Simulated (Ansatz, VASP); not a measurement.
## As in VASP and in Ansatz

```
As
1.0
     3.48430    0.00000    0.00000
    -1.74215    3.01749    0.00000
     0.00000    0.00000   23.24000
As
2
Direct
  0.33333 0.66667 0.60889
  0.66667 0.33333 0.66948
```

Alike in both runs: task single point; functional HSE06; k mesh 6 × 6 × 1; occupations gaussian, width 0.04 eV; no spin polarisation.

```csv
,VASP,Ansatz
version,VASP 6.6.1,Ansatz 0.2.0
potentials or method,"VASP PAW PBE potentials, release 64 (As), cutoff 400 eV","scalar-relativistic, plane waves, PAW"
valence electrons in the cell,10,30
```

```csv
,VASP,Ansatz,Ansatz less VASP
gap on the k mesh at the Fermi level (eV),1.94,1.92,-0.021
least direct gap on the mesh (eV),3.09,3.10,+0.009
```

With one functional, cell and mesh, what is left measures potentials, basis and numerics. VASP's potentials hold 10 valence electrons a cell and Ansatz's 30, so a difference there can come from the potentials and not from the codes. Ansatz's warnings: xc potential rough in thin density.
